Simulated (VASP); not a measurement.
# Li (Im-3m) in VASP: further runs

The runs below take Li through single point, with PBE, pbe exchange, lyp correlation, PBE exchange alone, r2SCAN+D3(BJ).

All numbers are computed with VASP 6.6.1; they aren't measurements. Logs are shortened: lines on timing, memory, paths and dates and some standing lists are left out, and cuts for length are marked.

## 1. The cell of the first run

Symmetry: Im-3m, No. 229, cubic system. The conventional cell has a = 3.509 Å, b = 3.509 Å, c = 3.509 Å, α = 90.00°, β = 90.00°, γ = 90.00°. Li (site symmetry m-3m) has 14 Li at 3.04 to 3.51 Å within 4.0 Å.

## 2. Single point, PBE

File INCAR:

```
ALGO = Normal
EDIFF = 1E-6
ENCUT = 750
GGA = PE
GGA_COMPAT = F
ISIF = 2
ISMEAR = -1
LASPH = T
LCHARG = F
LREAL = F
LWAVE = F
NBANDS = 8
NELM = 120
PREC = Accurate
SIGMA = 0.03
```

File KPOINTS:

```
k-points
0
Gamma
  4 4 4
```

File POSCAR:

```
Li
1.0
   -1.7546500000      1.7546500000      1.7546500000
    1.7546500000     -1.7546500000      1.7546500000
    1.7546500000      1.7546500000     -1.7546500000
Li
1
Direct
    0.0000000000      0.0000000000      0.0000000000
```

Potentials or basis: VASP PAW PBE potentials, release 64 (Li_sv).

Started as:

```sh
> cat potpaw_PBE.64/Li_sv/POTCAR > POTCAR
> mpirun -np 1 vasp_std > vasp.out
```

OUTCAR:

```text
EDIFF = 1E-6
   ENCUT = 750
   GGA = PE
   ISIF = 2
   ISMEAR = -1
   LASPH = T
   LREAL = F
   NELM = 120
   PREC = Accurate

 ion  position               nearest neighbor table
   1  0.000  0.000  0.000-

  LATTYP: Found a body centered cubic cell.
 ALAT       =     3.5093000000

  Lattice vectors:

 A1 = (  -1.7546500000,   1.7546500000,   1.7546500000)
 A2 = (   1.7546500000,  -1.7546500000,   1.7546500000)
 A3 = (   1.7546500000,   1.7546500000,  -1.7546500000)

Analysis of symmetry for initial positions (statically):
=====================================================================
 Subroutine PRICEL returns:
 Original cell was already a primitive cell.

 Routine SETGRP: Setting up the symmetry group for a
 body centered cubic supercell.

 Subroutine GETGRP returns: Found 48 space group operations
 (whereof 48 operations were pure point group operations)
 out of a pool of 48 trial point group operations.

The static configuration has the point symmetry O_h .

Analysis of symmetry for dynamics (positions and initial velocities):
=====================================================================
 Subroutine PRICEL returns:
 Original cell was already a primitive cell.

 Routine SETGRP: Setting up the symmetry group for a
 body centered cubic supercell.

 Subroutine GETGRP returns: Found 48 space group operations
 (whereof 48 operations were pure point group operations)
 out of a pool of 48 trial point group operations.

The dynamic configuration has the point symmetry O_h .

 Subroutine INISYM returns: Found 48 space group operations
 (whereof 48 operations are pure point group operations),
 and found     1 'primitive' translations

----------------------------------------------------------------------------------------

                                     Primitive cell

  volume of cell :      21.6088

  direct lattice vectors                    reciprocal lattice vectors
    -1.754650000  1.754650000  1.754650000     0.000000000  0.284957114  0.284957114
     1.754650000 -1.754650000  1.754650000     0.284957114  0.000000000  0.284957114
     1.754650000  1.754650000 -1.754650000     0.284957114  0.284957114  0.000000000

  length of vectors
     3.039142950  3.039142950  3.039142950     0.402990215  0.402990215  0.402990215

  position of ions in fractional coordinates (direct lattice)
     0.000000000  0.000000000  0.000000000

  ion indices of the primitive-cell ions
   primitive index   ion index
                 1           1

----------------------------------------------------------------------------------------

 KPOINTS: k-points

Automatic generation of k-mesh.
 Grid dimensions read from file:
 generate k-points for:    4    4    4

 Generating k-lattice:

  Cartesian coordinates                     Fractional coordinates (reciprocal lattice)
     0.000000000  0.071239278  0.071239278     0.250000000  0.000000000  0.000000000
     0.071239278  0.000000000  0.071239278     0.000000000  0.250000000  0.000000000
     0.071239278  0.071239278  0.000000000     0.000000000  0.000000000  0.250000000

  Length of vectors
     0.100747554  0.100747554  0.100747554

  Shift w.r.t. Gamma in fractional coordinates (k-lattice)
     0.000000000  0.000000000  0.000000000

 Subroutine IBZKPT returns following result:
 ===========================================

 Found      8 irreducible k-points:

 Following reciprocal coordinates:
            Coordinates               Weight
  0.000000  0.000000  0.000000      1.000000
  0.250000  0.000000  0.000000     12.000000
  0.500000  0.000000  0.000000      6.000000
  0.250000  0.250000  0.000000     24.000000
  0.250000  0.250000  0.250000      2.000000
 -0.250000  0.250000  0.250000      6.000000
  0.500000  0.500000  0.250000     12.000000
  0.500000  0.500000  0.500000      1.000000
   k-points           NKPTS =      8   k-points in BZ     NKDIM =      8   number of bands    NBANDS=      8
   number of dos      NEDOS =    301   number of ions     NIONS =      1
   total plane-waves  NPLWV =  21952
   dimension x,y,z NGX =    28 NGY =   28 NGZ =   28
   dimension x,y,z NGXF=    56 NGYF=   56 NGZF=   56
   ions per type =               1
   NGX,Y,Z   is equivalent  to a cutoff of  15.32, 15.32, 15.32 a.u.
   NGXF,Y,Z  is equivalent  to a cutoff of  30.63, 30.63, 30.63 a.u.
 SYSTEM =  unknown system
   PREC   = accura    normal or accurate (medium, high low for compatibility)
   ISTART =      0    job   : 0-new  1-cont  2-samecut
   ICHARG =      2    charge: 1-file 2-atom 10-const
   ISPIN  =      1    spin polarized calculation?
   LNONCOLLINEAR =      F non collinear calculations
   LSORBIT =      F    spin-orbit coupling
   LASPH  =      T    aspherical Exc in radial PAW
   ENCUT  =  750.0 eV  55.12 Ry    7.42 a.u.   6.79  6.79  6.79*2*pi/ulx,y,z
   NELM   =    120;   NELMIN=  2; NELMDL= -5     # of ELM steps
   EDIFF  = 0.1E-05   stopping-criterion for ELM
   LREAL  =      F    real-space projection
   EDIFFG = 0.1E-04   stopping-criterion for IOM
   NSW    =      0    number of steps for IOM
   IBRION =     -1    ionic relax: 0-MD 1-quasi-New 2-CG
   NFREE  =      0    steps in history (QN), initial steepest desc. (CG)
   ISIF   =      2    stress and relaxation
   ISYM   =      2    0-nonsym 1-usesym 2-fastsym
   POTIM  = 0.5000    time-step for ionic-motion
   TEBEG  =    0.0;   TEEND  =   0.0 temperature during run
   PSTRESS=    0.0 pullay stress
   NELECT =       3.0000    total number of electrons
   NUPDOWN=      -1.0000    fix difference up-down
   EMIN   =  10.00;   EMAX   =-10.00  energy-range for DOS
   EFERMI =   0.00;   METHOD = LEGACY
   ISMEAR =    -1;   SIGMA  =   0.03  broadening in eV -4-tet -1-fermi 0-gaus
   EFERMI_NEDOS =   21; number of points for ismear=-14 and -15
   IALGO  =     38    algorithm
   IMIX   =      4    mixing-type and parameters
     AMIX     =   0.40;   BMIX     =  1.00
     AMIX_MAG =   1.60;   BMIX_MAG =  1.00
  volume/ion in A,a.u.               =      21.61       145.82
  Fermi-wavevector in a.u.,A,eV,Ry     =   0.847692  1.601906  9.776898  0.718582
  Thomas-Fermi vector in A             =   1.963238
   LORBIT       =      0    0 simple, 1 ext, 2 COOP (PROOUT), +10 PAW based schemes
   GGA     = PE    functional components
   LHFCALC =     F    Hartree Fock is set to
   AEXX    =    0.0000 exact exchange contribution
   IVDW    =     0    specifies the selected vdW correction
   LEPSILON=     F    determine dielectric tensor
   LRPA    =     F    only Hartree local field effects (RPA)
 non-spin polarized calculation
  energy-cutoff  :      750.00
  volume of cell :       21.61
 maximum number of plane-waves:      1048
   NGX = 13   NGY = 13   NGZ = 13

 number of electron       2.9999999 magnetization

 Free energy of the ion-electron system (eV)
  ---------------------------------------------------
  ext. energy  EPLUGINS =         0.00000000
  ---------------------------------------------------
  free energy    TOTEN  =        -1.76831035 eV

  energy without entropy =       -1.75278898  energy(sigma->0) =       -1.76054967

 E-fermi :   0.4205     XC(G=0):  -6.8898

 val. band max:        0.4154789439   @ k =   0.2500   0.2500   0.0000
 cond. band min:       0.7112128001   @ k =   0.5000   0.0000   0.0000
 fundamental gap:      0.2957338561
 Fermi energy:         0.4204886982

 k-point     1 :       0.0000    0.0000    0.0000
  band No.  band energies     occupation
      1     -46.1820      2.00000
      2      -3.0330      2.00000
      3      14.4031      0.00000
      4      14.4031      0.00000
      5      14.4031      0.00000
      6      19.0442      0.00000
      7      19.0442      0.00000
      8      19.0442      0.00000

 k-point     2 :       0.2500    0.0000    0.0000
  band No.  band energies     occupation
      1     -46.1746      2.00000
      2      -1.8770      2.00000
      3       8.7640      0.00000
      4      11.7371      0.00000
      5      12.9218      0.00000
      6      15.0658      0.00000
      7      16.4297      0.00000
      8      19.3249      0.00000

 k-point     3 :       0.5000    0.0000    0.0000
  band No.  band energies     occupation
      1     -46.1671      2.00000
      2       0.7112      0.00012
      3       3.4935      0.00000
      4      10.3643      0.00000
      5      11.7907      0.00000
      6      13.5506      0.00000
      7      16.7562      0.00000
      8      22.1027      0.00000

 k-point     4 :       0.2500    0.2500    0.0000
  band No.  band energies     occupation
      1     -46.1672      2.00000
      2       0.4155      1.08330
      3       5.1867      0.00000
      4       7.2959      0.00000
      5      10.8562      0.00000
      6      17.2367      0.00000
      7      17.9848      0.00000
      8      21.9585      0.00000

 k-point     5 :       0.2500    0.2500    0.2500
  band No.  band energies     occupation
      1     -46.1660      2.00000
      2       3.7159      0.00000
      3       3.7159      0.00000
      4       3.7159      0.00000
      5       8.3221      0.00000
      6      23.0398      0.00000
      7      23.0398      0.00000
      8      23.0398      0.00000

 k-point     6 :      -0.2500    0.2500    0.2500
  band No.  band energies     occupation
      1     -46.1683      2.00000
      2      -0.6798      2.00000
      3       8.6349      0.00000
      4       8.6349      0.00000
      5      10.9987      0.00000
      6      12.5069      0.00000
      7      20.4092      0.00000
      8      20.4092      0.00000

 k-point     7 :       0.5000    0.5000    0.2500
  band No.  band energies     occupation
      1     -46.1619      2.00000
      2       2.1955      0.00000
      3       4.1162      0.00000
      4       7.1958      0.00000
      5      10.9696      0.00000
      6      14.0680      0.00000
      7      14.4944      0.00000
      8      19.6840      0.00000

 k-point     8 :       0.5000    0.5000    0.5000
  band No.  band energies     occupation
      1     -46.1568      2.00000
      2       5.7476      0.00000
      3       5.7476      0.00000
      4       5.7476      0.00000
      5       7.9479      0.00000
      6       7.9479      0.00000
      7      13.1723      0.00000
      8      27.9587      0.00000

------------------------ aborting loop because EDIFF is reached ----------------------------------------

  FORCE on cell =-STRESS in cart. coord.  units (eV):
  Direction    XX          YY          ZZ          XY          YZ          ZX
  --------------------------------------------------------------------------------------
  -------------------------------------------------------------------------------------
  Total       -0.0430651     -0.0430651     -0.0430651     -0.0000000     -0.0000000      0.0000000
  in kB       -3.1930386     -3.1930386     -3.1930386     -0.0000000     -0.0000000      0.0000000
  external PRESSURE =      -3.1930386 kB  Pullay stress =       0.0000000 kB

 VOLUME and BASIS-vectors are now :
 -----------------------------------------------------------------------------
  energy-cutoff  :      750.00
  volume of cell :       21.61
      direct lattice vectors                 reciprocal lattice vectors
    -1.754650000  1.754650000  1.754650000     0.000000000  0.284957114  0.284957114
     1.754650000 -1.754650000  1.754650000     0.284957114  0.000000000  0.284957114
     1.754650000  1.754650000 -1.754650000     0.284957114  0.284957114  0.000000000

 POSITION                                       TOTAL-FORCE (eV/Angst)
 -----------------------------------------------------------------------------------
      0.00000      0.00000      0.00000        -0.000000      0.000000      0.000000
 -----------------------------------------------------------------------------------
    total drift:                               -0.000000     -0.000000     -0.000000

  FREE ENERGIE OF THE ION-ELECTRON SYSTEM (eV)
  ---------------------------------------------------
  free  energy   TOTEN  =        -1.7683103527 eV

  energy  without entropy=       -1.7527889795  energy(sigma->0) =       -1.76054967
```

Wall time 6.6 s (1 thread of Intel Xeon 8259CL, shared host); peak memory 0.14 GiB.

Results:

```yaml
Free_energy: -1.7683 eV
Pressure: -0.3 GPa
Band_gap_on_the_k_mesh: zero (an odd number of electrons rules out a gap without spin polarisation)
```

Caveat: the k points lie up to 0.63 Å⁻¹ apart, too coarse for converged energies and pressures of a metal.

## 3. Single point, pbe exchange, lyp correlation

File INCAR:

```
PREC = Accurate
ENCUT = 750
EDIFF = 1E-6
ISMEAR = -1
SIGMA = 0.05
LREAL = F
LASPH = T
NELM = 120
ALGO = Normal
ISIF = 2
LWAVE = F
LCHARG = F
GGA = LIBXC
LIBXC1 = GGA_X_PBE
LIBXC2 = GGA_C_LYP
NBANDS = 8
GGA_COMPAT = F
```

File KPOINTS:

```
Automatic mesh
0
Gamma
  11 11 11
```

POSCAR is that of step 2.

Potentials or basis: VASP PAW PBE potentials, release 64 (Li_sv).

Started as:

```sh
> cat potpaw_PBE.64/Li_sv/POTCAR > POTCAR
> mpirun -np 1 vasp_std > vasp.out
```

It took 5.9 s on 1 thread of AMD EPYC 9R45 (Zen 5), shared host; peak memory 0.12 GiB.

The run converged. Its results:

```
Free energy            : -1.6492 eV
Pressure               : -1.4 GPa
Band gap on the k mesh : zero (an odd number of electrons rules out a gap without spin polarisation)
```

Levels at points of the mesh, in eV from the Fermi level:
```
           k point  band 1  band 2  band 3  band 4  band 5
(0.00, 0.00, 0.00)  -47.21   -3.44   13.47   13.47   13.47
```

Caveat: the PAW data sets were made with another functional, which shifts forces and pressure a little.

## 4. Single point, PBE exchange alone

File INCAR:

```
SYSTEM = Li
AGGAC = 0.0
ALDAC = 0.0
ALGO = Normal
EDIFF = 1E-6
ENCUT = 520
GGA = PE
ISIF = 2
ISMEAR = -1
LASPH = .TRUE.
LCHARG = .FALSE.
LREAL = .FALSE.
LWAVE = .FALSE.
NBANDS = 8
NELM = 100
PREC = Accurate
SIGMA = 0.001
```

File KPOINTS:

```
k-points
0
G
  11 11 11
  0 0 0
```

POSCAR is that of step 3.

Started as:

```sh
> cat potpaw_PBE.64/Li_sv/POTCAR > POTCAR
> mpirun -np 1 vasp_std > vasp.out
```

Wall time 8.2 s (1 thread of AMD EPYC 7R43 (Zen 3), shared host); peak memory 0.09 GiB.

It converged, with:

```yaml
Free_energy: -1.3040 eV
Band_gap_on_the_k_mesh: zero (an odd number of electrons rules out a gap without spin polarisation)
```

Levels at points of the mesh, in eV from the Fermi level:
| k point | band 1 | band 2 | band 3 | band 4 | band 5 | band 6 |
| --- | --- | --- | --- | --- | --- | --- |
| (0.00, 0.00, 0.00) | -46.91 | -3.43 | 13.76 | 13.76 | 13.76 | 18.68 |

Caveat: the cutoff is under 1.25 times the usual one of these potentials, so pressure, stress and relaxed cells hold a basis-set (Pulay) error.

## 5. Single point, r2SCAN+D3(BJ)

POSCAR is that of step 4.

File INCAR.step1:

```
SYSTEM = Li
  PREC = Accurate
  ENCUT = 520
  ISMEAR = -1
  SIGMA = 0.1
  LREAL = .FALSE.
  LASPH = .TRUE.
  NELM = 100
  NBANDS = 8
  GGA = PE
  ALGO = Normal
  EDIFF = 1E-4
  LWAVE = .TRUE.
  LCHARG = .FALSE.
```

File INCAR.step2:

```
SYSTEM = Li
  PREC = Accurate
  ENCUT = 520
  EDIFF = 1E-6
  ISMEAR = -1
  SIGMA = 0.1
  LREAL = .FALSE.
  LASPH = .TRUE.
  NELM = 100
  ALGO = Normal
  ISIF = 2
  LWAVE = .FALSE.
  LCHARG = .FALSE.
  METAGGA = R2SCAN
  LMIXTAU = .TRUE.
  IVDW = 12
  VDW_S6 = 1.0
  VDW_S8 = 0.78981345
  VDW_A1 = 0.49484001
  VDW_A2 = 5.73083694
  NBANDS = 8
  ISTART = 1
```

File KPOINTS:

```
Automatic mesh
0
G
  11 11 11
  0 0 0
```

Started as:

```sh
> cat potpaw_PBE.64/Li_sv/POTCAR > POTCAR
> cp INCAR.step1 INCAR
> mpirun -np 1 vasp_std > vasp.out
> cp INCAR.step2 INCAR
> mpirun -np 1 vasp_std > vasp.out
```

It took 59 s on 1 thread of AMD EPYC 7R43 (Zen 3), shared host; peak memory 0.11 GiB.

The run converged. Its results:

- Free energy: -2.4662 eV
- Band gap on the k mesh: zero (an odd number of electrons rules out a gap without spin polarisation)
- Dispersion energy per atom: -0.075 eV

Levels at points of the mesh, in eV from the Fermi level:
```csv
k point,band 1,band 2,band 3,band 4,band 5,band 6,band 7
"(0.00, 0.00, 0.00)",-48.27,-3.79,15.60,15.60,15.60,19.69,19.69
```

Caveat: the cutoff is under 1.25 times the usual one of these potentials, so pressure, stress and relaxed cells hold a basis-set (Pulay) error; the PAW data sets were made with another functional, which shifts forces and pressure a little.

## 6. Overview

```csv
level,k mesh,cutoff (eV),smearing,gap on the mesh (eV),pressure (GPa)
PBE,4 × 4 × 4,750,fermi-dirac 0.03 eV,none,-0.3
"pbe exchange, lyp correlation",11 × 11 × 11,750,fermi-dirac 0.05 eV,none,-1.4
PBE exchange alone,11 × 11 × 11,520,fermi-dirac 0.001 eV,none,-
r2SCAN+D3(BJ),11 × 11 × 11,520,fermi-dirac 0.1 eV,none,-
```

Alike in all rows: task single point; potentials or basis VASP PAW PBE potentials, release 64 (Li_sv); no spin polarisation; cell as given.

Caveats: some runs use coarse meshes; the PAW data sets were made with another functional, which shifts forces and pressure a little (at least some runs); the cutoff is under 1.25 times the usual one of these potentials, so pressure, stress and relaxed cells hold a basis-set (Pulay) error (at least some runs).

Total energies depend on the potentials used, so only differences within one code and one set of settings carry meaning.
